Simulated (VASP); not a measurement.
# SiC2 (P-3m1) in VASP: notebook, part 2 of 2

VASP 6.6.1.

## (3) Relaxation of cell and atoms, PBE

The input, INCAR:

```
SYSTEM = SiC2
ALGO     = Normal         ! electronic algorithm
EDIFF    = 1E-6           ! SCF threshold, eV
EDIFFG   = -0.04          ! ionic threshold
ENCUT    = 600            ! plane-wave cutoff, eV
GGA      = PE             ! functional
IBRION   = 2              ! ionic algorithm
ISIF     = 3              ! what is computed and relaxed
ISMEAR   = 0              ! smearing method
LASPH    = .True.         ! aspherical terms in the spheres
LCHARG   = .False.        ! write CHGCAR
LREAL    = .False.        ! projectors in reciprocal space
LWAVE    = .False.        ! write WAVECAR
NELM     = 60             ! most SCF steps
NSW      = 90             ! ionic steps
PREC     = Accurate       ! precision mode
SIGMA    = 0.1            ! smearing width, eV
```

The input, KPOINTS:

```
k-points
0
Gamma
  6 6 4
  0 0 0
```

The input, POSCAR:

```
SiC2
1.0
    2.6798104000      0.0000000000      0.0000000000
   -1.3399052000      2.3207838900      0.0000000000
    0.0000000000      0.0000000000      6.5641681000
Si C
1 2
Direct
    0.0000000000      0.0000000000      0.5000000000
    0.6666666700      0.3333333300      0.8333333300
    0.3333333300      0.6666666700      0.1666666700
```

Potentials or basis: VASP PAW PBE potentials, release 64 (Si, C).

On the command line:

```console
$ cat potpaw_PBE.64/Si/POTCAR potpaw_PBE.64/C/POTCAR > POTCAR
$ mpirun -np 1 vasp_std > vasp.out
```

OUTCAR:

```text
SYSTEM = SiC2
   EDIFF = 1E-6
   EDIFFG = -0.04
   ENCUT = 600
   GGA = PE
   IBRION = 2
   ISIF = 3
   ISMEAR = 0
   LASPH = .True.
   LREAL = .False.
   NELM = 60
   NSW = 90
   PREC = Accurate

 ion  position               nearest neighbor table
   1  0.000  0.000  0.500-
   2  0.667  0.333  0.833-
   3  0.333  0.667  0.167-

  LATTYP: Found a hexagonal cell.
 ALAT       =     2.6798104000
 C/A-ratio  =     2.4494897475

  Lattice vectors:

 A1 = (   2.6798104000,   0.0000000000,   0.0000000000)
 A2 = (  -1.3399052000,   2.3207838900,   0.0000000000)
 A3 = (   0.0000000000,   0.0000000000,   6.5641681000)

Analysis of symmetry for initial positions (statically):
=====================================================================
 Subroutine PRICEL returns:
 Original cell was already a primitive cell.

 Routine SETGRP: Setting up the symmetry group for a
 hexagonal supercell.

 Subroutine GETGRP returns: Found 12 space group operations
 (whereof 12 operations were pure point group operations)
 out of a pool of 24 trial point group operations.

The static configuration has the point symmetry D_3d.

Analysis of symmetry for dynamics (positions and initial velocities):
[... 162 lines left out ...]
  energy without entropy =      -12.99091785  energy(sigma->0) =      -12.99727283

------------------------ aborting loop because EDIFF is reached ----------------------------------------

  FORCE on cell =-STRESS in cart. coord.  units (eV):
  Direction    XX          YY          ZZ          XY          YZ          ZX
  --------------------------------------------------------------------------------------
  -------------------------------------------------------------------------------------
  Total       -4.0452620     -4.0452621     -7.4221021     -0.0000000      0.0000000      0.0000000
  in kB     -158.7591549   -158.7591557   -291.2856171     -0.0000000      0.0000000      0.0000000
  external PRESSURE =    -202.9346426 kB  Pullay stress =       0.0000000 kB
[... 723 lines left out ...]
 k-point    24 :       0.3333    0.3333    0.5000
  band No.  band energies     occupation
      1      -7.1774      2.00000
      2      -7.1774      2.00000
      3      -5.1673      2.00000
      4       2.6866      2.00000
      5       2.6866      2.00000
      6       4.4757      2.00000
      7       5.4890      0.34295
      8       5.4890      0.34295
      9      10.1672      0.00000
     10      12.9378      0.00000

[... ionic steps 4 to 61 ...]

--------------------------------------- Ionic step       62  -------------------------------------------

 number of electron      12.0000000 magnetization

------------------------ aborting loop because EDIFF is reached ----------------------------------------
[... 69 lines left out ...]
--------------------------------------- Ionic step       64  -------------------------------------------

 number of electron      12.0000000 magnetization

 Free energy of the ion-electron system (eV)
  ---------------------------------------------------
  ext. energy  EPLUGINS =         0.00000000
  ---------------------------------------------------
  free energy    TOTEN  =       -22.98792266 eV

  energy without entropy =      -22.97663468  energy(sigma->0) =      -22.98227867

 E-fermi :   4.0076     XC(G=0):  -9.1849

 val. band max:        3.9401983486   @ k =   0.3333   0.0000   0.2500
 cond. band min:       4.0196604651   @ k =   0.3333   0.3333   0.0000
 fundamental gap:      0.0794621166
 Fermi energy:         4.0076298423
[... 340 lines left out ...]
  FREE ENERGIE OF THE ION-ELECTRON SYSTEM (eV)
  ---------------------------------------------------
  free  energy   TOTEN  =       -22.9879226551 eV

  energy  without entropy=      -22.9766346811  energy(sigma->0) =      -22.98227867

 reached required accuracy - stopping structural energy minimisation
```

OSZICAR:

```text
N       E                     dE             d eps       ncg     rms          rms(c)
DAV:   1     0.254905639571E+02    0.25491E+02   -0.59870E+03   480   0.117E+03
DAV:   2    -0.108977866489E+02   -0.36388E+02   -0.34653E+02   670   0.145E+02
DAV:   3    -0.129863427917E+02   -0.20886E+01   -0.20154E+01   576   0.329E+01
[... 561 lines left out ...]
DAV:   1    -0.229880143505E+02   -0.31031E-03   -0.49420E-03   480   0.566E-01    0.396E-02
DAV:   2    -0.229879662076E+02    0.48143E-04   -0.10478E-04   536   0.793E-02    0.342E-02
DAV:   3    -0.229879429487E+02    0.23259E-04   -0.97219E-06   492   0.169E-02    0.199E-02
DAV:   4    -0.229879226544E+02    0.20294E-04   -0.60692E-05   498   0.487E-02    0.325E-03
DAV:   5    -0.229879226551E+02   -0.70247E-09   -0.13792E-06   410   0.948E-03
  64 F= -.22987923E+02 E0= -.22982279E+02  d E =-.217671E-03
```

Run time: 11 min. Hardware: 1 thread of Intel Xeon 8259CL, shared host; peak memory 0.2 GiB.

What came out:

* Free energy: -22.9879 eV
* Relaxed volume: 14.09 Å³/atom
* Relaxed cell: a = 2.474 Å, b = 2.474 Å, c = 7.978 Å, α = 90.00°, β = 90.00°, γ = 120.00°
* Space group after relaxing (to 0.1 Å): P6/mmm (No. 191)
* Pressure after relaxing: 0.0 GPa
* Largest force after relaxing: 0.031 eV/Å
* Band gap on the k mesh: zero (bands 6 and 7 overlap by 0.01 eV)

Forces on the atoms (eV/Å):
```
Si   0.000  0.000  0.000
C    0.000  0.000  0.031
C    0.000  0.000 -0.031
```

Final structure:
```xyz
3
Lattice="2.4738 0.0000 0.0000 -1.2369 2.1424 0.0000 0.0000 0.0000 7.9776" Properties=species:S:1:pos:R:3 pbc="T T T"
Si    0.0000    0.0000    3.9888
C     1.2369    0.7141    7.9767
C     0.0000    1.4283    0.0009
```

Levels at points of the mesh, in eV from the Fermi level:
```csv
k point,band 2,band 3,band 4,band 5,band 6,band 7,band 8,band 9,band 10
"(0.00, 0.00, 0.00)",-12.17,-7.59,-3.26,-3.07,-3.07,2.97,8.24,8.24,9.16
"(0.50, 0.00, 0.00)",-13.18,-6.41,-4.95,-4.00,-2.33,1.54,3.48,5.27,7.28
"(0.00, 0.00, 0.50)",-12.18,-7.51,-3.51,-3.07,-3.07,4.31,6.24,8.24,8.24
"(0.50, 0.00, 0.50)",-13.18,-6.41,-4.96,-4.01,-2.31,1.70,3.21,5.10,7.28
```

Caveat: the k points lie up to 0.49 Å⁻¹ apart in the final cell; semilocal functionals underestimate gaps, and a narrow one can read as zero; a cell axis changed by over 15 % at a fixed basis, so the end point is rough.

## (4) Single point, PBE, collinear spin

The input, INCAR:

```
ALGO = Normal
EDIFF = 1E-6
ENCUT = 520
GGA = PE
ISIF = 2
ISMEAR = 0
ISPIN = 2
LASPH = True
LCHARG = True
LELF = True
LORBIT = 11
LREAL = False
LVHAR = True
LWAVE = False
MAGMOM = 0 1 1
NBANDS = 17
NELM = 150
PREC = Accurate
SIGMA = 0.1
```

The input, KPOINTS:

```
k-points
0
Gamma
  6 6 4
```

POSCAR is that of step 3.

Potentials or basis: VASP PAW PBE potentials, release 64 (Si, C).

On the command line:

```console
$ cat potpaw_PBE.64/Si/POTCAR potpaw_PBE.64/C/POTCAR > POTCAR
$ mpirun -np 1 vasp_std > vasp.out
```

OUTCAR:

```text
EDIFF = 1E-6
   ENCUT = 520
   GGA = PE
   ISIF = 2
   ISMEAR = 0
   ISPIN = 2
   LASPH = True
   LORBIT = 11
   LREAL = False
   NELM = 150
   PREC = Accurate

 ion  position               nearest neighbor table
   1  0.000  0.000  0.500-
   2  0.667  0.333  0.833-
   3  0.333  0.667  0.167-

  LATTYP: Found a hexagonal cell.
 ALAT       =     2.6798104000
 C/A-ratio  =     2.4494897475

  Lattice vectors:

 A1 = (   2.6798104000,   0.0000000000,   0.0000000000)
 A2 = (  -1.3399052000,   2.3207838900,   0.0000000000)
 A3 = (   0.0000000000,   0.0000000000,   6.5641681000)

Analysis of symmetry for initial positions (statically):
=====================================================================
 Subroutine PRICEL returns:
 Original cell was already a primitive cell.

 Routine SETGRP: Setting up the symmetry group for a
 hexagonal supercell.

 Subroutine GETGRP returns: Found 12 space group operations
 (whereof 12 operations were pure point group operations)
 out of a pool of 24 trial point group operations.

The static configuration has the point symmetry D_3d.

Analysis of symmetry for dynamics (positions and initial velocities):
=====================================================================
 Subroutine PRICEL returns:
 Original cell was already a primitive cell.

 Routine SETGRP: Setting up the symmetry group for a
 hexagonal supercell.

 Subroutine GETGRP returns: Found 12 space group operations
 (whereof 12 operations were pure point group operations)
 out of a pool of 24 trial point group operations.

The dynamic configuration has the point symmetry D_3d.

Analysis of structural, dynamic, and magnetic symmetry:
=====================================================================
 Subroutine PRICEL returns:
 Original cell was already a primitive cell.

[... 154 lines left out ...]
  energy without entropy =      -12.99103770  energy(sigma->0) =      -12.99739006

 E-fermi :   4.4816     XC(G=0): -10.4205

 val. band max:        4.4476280039   @ k =   0.3333   0.1667   0.0000
 cond. band min:       4.5060315136   @ k =   0.1667   0.1667   0.2500
 fundamental gap:      0.0584035098
 Fermi energy:         4.4815549184

 spin component 1

 k-point     1 :       0.0000    0.0000    0.0000
  band No.  band energies     occupation
      1      -8.8677      1.00000
      2      -6.2850      1.00000
      3      -5.4560      1.00000
      4       2.8486      1.00000
      5       3.0959      1.00000
      6       8.0013      0.00000
[... 456 lines left out ...]
      3       0.6122      1.00000
      4       0.9618      1.00000
      5       0.9618      1.00000
      6       1.8439      1.00000
[... 9 lines left out ...]
     16      20.2619      0.00000
     17      23.3133      0.00000
 Fermi energy:         4.4815549184

 spin component 2

 k-point     1 :       0.0000    0.0000    0.0000
  band No.  band energies     occupation
      1      -8.8674      1.00000
      2      -6.2847      1.00000
      3      -5.4558      1.00000
      4       2.8488      1.00000
      5       3.0960      1.00000
      6       8.0019      0.00000
[... 457 lines left out ...]
      4       0.9620      1.00000
      5       0.9620      1.00000
      6       1.8444      1.00000
[... 9 lines left out ...]
     16      20.2622      0.00000
     17      23.3135      0.00000

------------------------ aborting loop because EDIFF is reached ----------------------------------------

  FORCE on cell =-STRESS in cart. coord.  units (eV):
  Direction    XX          YY          ZZ          XY          YZ          ZX
  --------------------------------------------------------------------------------------
  -------------------------------------------------------------------------------------
  Total       -4.0398583     -4.0398583     -7.4137352      0.0000000     -0.0000000      0.0000000
  in kB     -158.5470797   -158.5470806   -290.9572545      0.0000000     -0.0000000      0.0000000
  external PRESSURE =    -202.6838050 kB  Pullay stress =       0.0000000 kB

 VOLUME and BASIS-vectors are now :
 -----------------------------------------------------------------------------
  energy-cutoff  :      520.00
  volume of cell :       40.82
      direct lattice vectors                 reciprocal lattice vectors
     2.679810400  0.000000000  0.000000000     0.373160728  0.215444446  0.000000000
    -1.339905200  2.320783890  0.000000000     0.000000000  0.430888892  0.000000000
     0.000000000  0.000000000  6.564168100     0.000000000  0.000000000  0.152342229

 POSITION                                       TOTAL-FORCE (eV/Angst)
 -----------------------------------------------------------------------------------
      0.00000      0.00000      3.28208        -0.000000      0.000000     -0.000000
      1.33991      0.77359      5.47014        -0.000000      0.000000     -0.181680
     -0.00000      1.54719      1.09403         0.000000      0.000000      0.181680
 -----------------------------------------------------------------------------------
    total drift:                                0.000000      0.000000      0.000000

  FREE ENERGIE OF THE ION-ELECTRON SYSTEM (eV)
  ---------------------------------------------------
  free  energy   TOTEN  =       -13.0037424166 eV

  energy  without entropy=      -12.9910377006  energy(sigma->0) =      -12.99739006

 total charge

# of ion       s       p       d       tot
------------------------------------------
    1        0.852   0.625   0.000   1.477
    2        1.068   0.906   0.000   1.974
    3        1.068   0.906   0.000   1.974
--------------------------------------------------
tot          2.988   2.437   0.000   5.425

 magnetization (x)

# of ion       s       p       d       tot
------------------------------------------
    1        0.000   0.000   0.000   0.000
    2        0.000   0.000   0.000   0.000
    3        0.000   0.000   0.000   0.000
--------------------------------------------------
tot          0.000   0.000   0.000   0.000
```

OSZICAR:

```text
N       E                     dE             d eps       ncg     rms          rms(c)
DAV:   1     0.180211637013E+02    0.18021E+02   -0.48918E+03  1632   0.581E+02
DAV:   2    -0.115651177280E+02   -0.29586E+02   -0.27281E+02  2227   0.107E+02
DAV:   3    -0.127019315237E+02   -0.11368E+01   -0.11189E+01  1943   0.174E+01
DAV:   4    -0.127080688803E+02   -0.61374E-02   -0.61356E-02  2269   0.156E+00
DAV:   5    -0.127081053894E+02   -0.36509E-04   -0.36506E-04  1973   0.122E-01    0.350E+00
DAV:   6    -0.128664838724E+02   -0.15838E+00   -0.15062E-01  2055   0.219E+00    0.206E+00
DAV:   7    -0.129800953611E+02   -0.11361E+00   -0.74054E-02  2076   0.135E+00    0.775E-01
DAV:   8    -0.130022542759E+02   -0.22159E-01   -0.24808E-02  2153   0.886E-01    0.203E-01
DAV:   9    -0.130035458419E+02   -0.12916E-02   -0.35916E-03  1975   0.310E-01    0.139E-01
DAV:  10    -0.130036559999E+02   -0.11016E-03   -0.23671E-04  2200   0.810E-02    0.741E-02
DAV:  11    -0.130037121597E+02   -0.56160E-04   -0.57778E-05  1919   0.412E-02    0.300E-02
DAV:  12    -0.130037385375E+02   -0.26378E-04   -0.27063E-05  2111   0.277E-02    0.728E-03
DAV:  13    -0.130037411407E+02   -0.26032E-05   -0.23914E-06  1881   0.939E-03    0.533E-03
DAV:  14    -0.130037421447E+02   -0.10040E-05   -0.61559E-07  1008   0.413E-03    0.220E-03
DAV:  15    -0.130037424166E+02   -0.27192E-06   -0.75421E-07   998   0.424E-03
   1 F= -.13003742E+02 E0= -.12997390E+02  d E =-.127047E-01  mag=     0.0004
```

It took 51 s on 1 thread of Intel Xeon 8259CL, shared host; peak memory 0.17 GiB.

What came out:

```
Free energy                                           : -13.0037 eV
Pressure                                              : -20.3 GPa
Largest force                                         : 0.182 eV/Å
Band gap on the k mesh                                : zero (filled and empty bands overlap)
Net moment                                            : 0.00 μB per cell
Valence electrons inside the program's atomic spheres : Si 1.48; C 1.97
```

Forces in eV/Å, atoms in the order of the input:
```
Si   0.000  0.000  0.000
C    0.000  0.000 -0.182
C    0.000  0.000  0.182
```

Levels at points of the mesh, in eV from the Fermi level:
Spin up:
```csv
k point,band 2,band 3,band 4,band 5,band 6,band 7,band 8,band 9,band 10,band 11
"(0.00, 0.00, 0.00)",-10.77,-9.94,-1.63,-1.39,3.52,3.52,3.91,3.91,6.05,11.19
"(0.50, 0.00, 0.00)",-7.90,-5.21,-4.58,-3.50,-2.90,1.66,1.72,1.91,2.69,4.72
"(0.00, 0.00, 0.50)",-12.21,-7.98,-4.90,2.38,3.53,3.53,3.89,3.89,4.41,11.16
"(0.50, 0.00, 0.50)",-8.02,-5.75,-5.08,-2.52,-1.18,-0.34,1.02,1.85,2.48,5.57
```
Spin down:
```
           k point  band 3  band 4  band 5  band 6  band 7  band 8  band 9  band 10
(0.00, 0.00, 0.00)   -9.94   -1.63   -1.39    3.52    3.52    3.91    3.91     6.05
(0.50, 0.00, 0.00)   -5.21   -4.58   -3.50   -2.90    1.66    1.72    1.91     2.69
(0.00, 0.00, 0.50)   -7.98   -4.90    2.38    3.53    3.53    3.89    3.89     4.41
(0.50, 0.00, 0.50)   -5.75   -5.08   -2.52   -1.17   -0.34    1.02    1.85     2.48
```

Caveat: the k points lie up to 0.45 Å⁻¹ apart, too coarse for converged energies and pressures of a metal.

## (5) Summary

```csv
task,spin,cell,cutoff (eV),gap on the mesh (eV),pressure (GPa),largest force (eV/Å)
single point,off,as given,520,none,-20.3,0.18
relaxation of cell and atoms,off,relaxed,600,none,0.0,0.03
single point,collinear,as given,520,none,-20.3,0.18
```

Alike in all rows: level PBE; potentials or basis VASP PAW PBE potentials, release 64 (Si, C); k mesh 6 × 6 × 4; smearing gaussian 0.1 eV.

Caveats: all runs use coarse meshes; semilocal functionals underestimate gaps, and a narrow one can read as zero (at least some runs); a cell axis changed by over 15 % at a fixed basis, so the end point is rough (at least some runs).

Total energies depend on the potentials used, so only differences within one code and one set of settings carry meaning.

The gap in the log of VASP goes by the Fermi energy; the results here count the filled bands.